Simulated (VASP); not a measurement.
# Si (P6_3/mmc) in VASP: further runs, part 2 of 2

VASP 6.6.1. The steps go on from the part before.

## Step 3: Relaxation of cell and atoms, PBE, target pressure 13 GPa, at which the enthalpy is minimised

This run uses another cell than the first one, of 12.84 Å³/atom.

INCAR reads:

```
ALGO     = Normal         # electronic algorithm
EDIFF    = 1E-6           # SCF threshold, eV
EDIFFG   = -0.005         # ionic threshold
ENCUT    = 600            # plane-wave cutoff, eV
GGA      = PE             # functional
IBRION   = 2              # ionic algorithm
ISIF     = 3              # what is computed and relaxed
ISMEAR   = -1             # smearing method
LASPH    = True           # aspherical terms in the spheres
LCHARG   = False          # write CHGCAR
LREAL    = False          # projectors in reciprocal space
LWAVE    = False          # write WAVECAR
NELM     = 80             # most SCF steps
NSW      = 60             # ionic steps
PREC     = Accurate       # precision mode
PSTRESS  = 130.0        
SIGMA    = 0.08           # smearing width, eV
```

KPOINTS reads:

```
k-points
0
Gamma
  16 16 9
```

POSCAR reads:

```
Si
1.0
    2.6354213729      0.0000000000      0.0000000000
   -1.3177106865      2.2823418586      0.0000000000
    0.0000000000      0.0000000000      4.2693826242
Si
2
Direct
    0.3333333333      0.6666666667      0.2500000000
    0.6666666667      0.3333333333      0.7500000000
```

Potentials or basis: VASP PAW PBE potentials, release 64 (Si).

The run is started by

```console
> cat potpaw_PBE.64/Si/POTCAR > POTCAR
> mpirun -np 1 vasp_std > vasp.out
```

OUTCAR:

```text
EDIFF = 1E-6
   EDIFFG = -0.005
   ENCUT = 600
   GGA = PE
   IBRION = 2
   ISIF = 3
   ISMEAR = -1
   LASPH = True
   LREAL = False
   NELM = 80
   NSW = 60
   PREC = Accurate
   PSTRESS = 130.0

 ion  position               nearest neighbor table
   1  0.333  0.667  0.250-   2 2.62   2 2.62   2 2.62   2 2.62   2 2.62   2 2.62
   2  0.667  0.333  0.750-   1 2.62   1 2.62   1 2.62   1 2.62   1 2.62   1 2.62

  LATTYP: Found a hexagonal cell.
 ALAT       =     2.6354213729
 C/A-ratio  =     1.6200000000

  Lattice vectors:

 A1 = (   2.6354213729,   0.0000000000,   0.0000000000)
 A2 = (  -1.3177106865,   2.2823418586,   0.0000000000)
 A3 = (   0.0000000000,   0.0000000000,   4.2693826242)

Analysis of symmetry for initial positions (statically):
=====================================================================
 Subroutine PRICEL returns:
 Original cell was already a primitive cell.

 Routine SETGRP: Setting up the symmetry group for a
 hexagonal supercell.

 Subroutine GETGRP returns: Found 24 space group operations
 (whereof 12 operations were pure point group operations)
 out of a pool of 24 trial point group operations.

The static configuration has the point symmetry D_3d.
 The point group associated with its full space group is D_6h.

Analysis of symmetry for dynamics (positions and initial velocities):
=====================================================================
 Subroutine PRICEL returns:
 Original cell was already a primitive cell.

 Routine SETGRP: Setting up the symmetry group for a
 hexagonal supercell.

 Subroutine GETGRP returns: Found 24 space group operations
 (whereof 12 operations were pure point group operations)
 out of a pool of 24 trial point group operations.

The dynamic configuration has the point symmetry D_3d.
 The point group associated with its full space group is D_6h.

 Subroutine INISYM returns: Found 24 space group operations
 (whereof 12 operations are pure point group operations),
 and found     1 'primitive' translations

----------------------------------------------------------------------------------------

                                     Primitive cell

  volume of cell :      25.6800

  direct lattice vectors                    reciprocal lattice vectors
     2.635421373  0.000000000  0.000000000     0.379445963  0.219073229  0.000000000
    -1.317710686  2.282341859  0.000000000     0.000000000  0.438146457  0.000000000
     0.000000000  0.000000000  4.269382624     0.000000000  0.000000000  0.234225903

  length of vectors
     2.635421373  2.635421373  4.269382624     0.438146457  0.438146457  0.234225903

  position of ions in fractional coordinates (direct lattice)
     0.333333333  0.666666667  0.250000000
     0.666666667  0.333333333  0.750000000

  ion indices of the primitive-cell ions
   primitive index   ion index
                 1           1
                 2           2

----------------------------------------------------------------------------------------

 KPOINTS: k-points

Automatic generation of k-mesh.
[... 26 lines left out ...]
  0.187500 -0.000000  0.000000      6.000000
  0.250000  0.000000  0.000000      6.000000
  0.312500 -0.000000  0.000000      6.000000
[... 16 lines left out ...]
  0.187500  0.187500  0.000000      6.000000
  0.250000  0.187500  0.000000     12.000000
 [... further k-points ...]
   k-points           NKPTS =    150   k-points in BZ     NKDIM =    150   number of bands    NBANDS=      8
   number of dos      NEDOS =    301   number of ions     NIONS =      2
   total plane-waves  NPLWV =  20736
   dimension x,y,z NGX =    24 NGY =   24 NGZ =   36
   dimension x,y,z NGXF=    48 NGYF=   48 NGZF=   72
   ions per type =               2
   NGX,Y,Z   is equivalent  to a cutoff of  15.14, 15.14, 14.02 a.u.
   NGXF,Y,Z  is equivalent  to a cutoff of  30.28, 30.28, 28.04 a.u.
 SYSTEM =  unknown system
   PREC   = accura    normal or accurate (medium, high low for compatibility)
   ISTART =      0    job   : 0-new  1-cont  2-samecut
   ICHARG =      2    charge: 1-file 2-atom 10-const
   ISPIN  =      1    spin polarized calculation?
   LNONCOLLINEAR =      F non collinear calculations
   LSORBIT =      F    spin-orbit coupling
   LASPH  =      T    aspherical Exc in radial PAW
   ENCUT  =  600.0 eV  44.10 Ry    6.64 a.u.   5.26  5.26  8.53*2*pi/ulx,y,z
   NELM   =     80;   NELMIN=  2; NELMDL= -5     # of ELM steps
   EDIFF  = 0.1E-05   stopping-criterion for ELM
   LREAL  =      F    real-space projection
   EDIFFG = -.5E-02   stopping-criterion for IOM
   NSW    =     60    number of steps for IOM
   IBRION =      2    ionic relax: 0-MD 1-quasi-New 2-CG
   NFREE  =      1    steps in history (QN), initial steepest desc. (CG)
   ISIF   =      3    stress and relaxation
   ISYM   =      2    0-nonsym 1-usesym 2-fastsym
   POTIM  = 0.5000    time-step for ionic-motion
   TEBEG  =    0.0;   TEEND  =   0.0 temperature during run
   PSTRESS=  130.0 pullay stress
   NELECT =       8.0000    total number of electrons
   NUPDOWN=      -1.0000    fix difference up-down
   EMIN   =  10.00;   EMAX   =-10.00  energy-range for DOS
   EFERMI =   0.00;   METHOD = LEGACY
   ISMEAR =    -1;   SIGMA  =   0.08  broadening in eV -4-tet -1-fermi 0-gaus
   EFERMI_NEDOS =   21; number of points for ismear=-14 and -15
   IALGO  =     38    algorithm
   IMIX   =      4    mixing-type and parameters
     AMIX     =   0.40;   BMIX     =  1.00
     AMIX_MAG =   1.60;   BMIX_MAG =  1.00
  volume/ion in A,a.u.               =      12.84        86.65
  Fermi-wavevector in a.u.,A,eV,Ry     =   1.109787  2.097193 16.757299  1.231627
  Thomas-Fermi vector in A             =   2.246331
   LORBIT       =      0    0 simple, 1 ext, 2 COOP (PROOUT), +10 PAW based schemes
   GGA     = PE    functional components
   LHFCALC =     F    Hartree Fock is set to
   AEXX    =    0.0000 exact exchange contribution
   IVDW    =     0    specifies the selected vdW correction
   LEPSILON=     F    determine dielectric tensor
   LRPA    =     F    only Hartree local field effects (RPA)
 conjugate gradient relaxation of ions
 non-spin polarized calculation
  energy-cutoff  :      600.00
  volume of cell :       25.68
 maximum number of plane-waves:       870
 NGX is ok and might be reduce to    24
   NGX = 11   NGY = 11   NGZ = 17

--------------------------------------- Ionic step        1  -------------------------------------------

 number of electron       8.0000001 magnetization

 Free energy of the ion-electron system (eV)
  ---------------------------------------------------
  ext. energy  EPLUGINS =         0.00000000
  ---------------------------------------------------
  free energy    TOTEN  =        -9.72715824 eV

  energy without entropy =       -9.71074139  energy(sigma->0) =       -9.71894981

------------------------ aborting loop because EDIFF is reached ----------------------------------------

  FORCE on cell =-STRESS in cart. coord.  units (eV):
  Direction    XX          YY          ZZ          XY          YZ          ZX
  --------------------------------------------------------------------------------------
  -------------------------------------------------------------------------------------
  Total        1.7578365      1.7578365      2.4142492     -0.0000000      0.0000000      0.0000000
  in kB      109.6713557    109.6713557    150.6249271     -0.0000000      0.0000000      0.0000000
  external PRESSURE =      -6.6774538 kB  Pullay stress =     130.0000000 kB
[... 215 lines left out ...]
--------------------------------------- Ionic step        7  -------------------------------------------

 number of electron       8.0000000 magnetization

 Free energy of the ion-electron system (eV)
  ---------------------------------------------------
  ext. energy  EPLUGINS =         0.00000000
  ---------------------------------------------------
  free energy    TOTEN  =        -9.72696910 eV

  energy without entropy =       -9.71054336  energy(sigma->0) =       -9.71875623

 E-fermi :  11.9197     XC(G=0): -11.7047

 val. band max:       11.9011999019   @ k =   0.4375   0.1250   0.1111
 cond. band min:      11.9390551918   @ k =   0.3750   0.1250   0.0000
 fundamental gap:      0.0378552899
 Fermi energy:        11.9196957425

 k-point     1 :       0.0000    0.0000    0.0000
  band No.  band energies     occupation
      1      -3.7636      2.00000
      2       3.3020      2.00000
      3       3.9202      2.00000
      4      21.7804      0.00000
      5      21.7804      0.00000
      6      22.8014      0.00000
      7      22.8014      0.00000
      8      23.1112      0.00000
[... 243 lines left out ...]
 k-point    24 :       0.2500    0.1875    0.0000
  band No.  band energies     occupation
      1       0.3726      2.00000
      2       7.2170      2.00000
      3       7.8325      2.00000
      4       9.1890      2.00000
      5      10.8192      2.00000
      6      15.7239      0.00000
      7      16.1086      0.00000
      8      17.4031      0.00000

 [... further k-points ...]
[... 5 lines left out ...]
  --------------------------------------------------------------------------------------
  -------------------------------------------------------------------------------------
  Total        2.0737737      2.0737737      2.0725828     -0.0000000     -0.0000000      0.0000000
  in kB      130.0417400    130.0417400    129.9670639     -0.0000000     -0.0000000      0.0000000
  external PRESSURE =       0.0168480 kB  Pullay stress =     130.0000000 kB
[... 21 lines left out ...]
  energy  without entropy=       -9.7105433556  energy(sigma->0) =       -9.71875623

  enthalpy is  TOTEN    =        -7.6538610502 eV   P V=        2.0731080515

 reached required accuracy - stopping structural energy minimisation
```

Run time: 2.2 min. Hardware: 1 thread of Intel Xeon 8259CL, shared host; peak memory 0.17 GiB.

Results:

* Free energy: -9.7270 eV
* Relaxed volume: 12.77 Å³/atom
* Relaxed cell: a = 2.589 Å, b = 2.589 Å, c = 4.401 Å, α = 90.00°, β = 90.00°, γ = 120.00°
* Space group after relaxing (to 0.1 Å): P6_3/mmc (No. 194)
* Energy change on relaxing (the run minimises the enthalpy): +0.1 meV/atom
* Ionic steps: 7
* Pressure after relaxing: 13.0 GPa
* Band gap on the k mesh: zero (bands 4 and 5 overlap by 13.25 eV)

Step by step:
| step | energy change (eV) | largest force (eV/Å) | pressure (GPa) | volume (Å³) |
| --- | --- | --- | --- | --- |
| 1 | 0.0000 | 0.0000 | 12.33 | 25.68 |
| 2 | 0.0107 | 0.0000 | 13.33 | 25.48 |
| 3 | 0.0261 | 0.0000 | 14.57 | 25.26 |
| 4 | -0.0056 | 0.0000 | 12.61 | 25.62 |
| 5 | -0.0018 | 0.0000 | 12.85 | 25.57 |
| 6 | -0.0013 | 0.0000 | 12.87 | 25.57 |
| 7 | 0.0002 | 0.0000 | 13.00 | 25.55 |

Final structure:
```cif
data_structure
_symmetry_space_group_name_H-M 'P 1'
_symmetry_Int_Tables_number 1
_cell_length_a 2.5891
_cell_length_b 2.5891
_cell_length_c 4.4012
_cell_angle_alpha 90.000
_cell_angle_beta 90.000
_cell_angle_gamma 120.000
_cell_volume 25.55
loop_
_atom_site_label
_atom_site_type_symbol
_atom_site_fract_x
_atom_site_fract_y
_atom_site_fract_z
_atom_site_occupancy
Si1 Si 0.33333 0.66667 0.25000 1
Si2 Si 0.66667 0.33333 0.75000 1
```

Caveat: the cell is relaxed towards a set pressure, so the run minimises the enthalpy, not the energy.
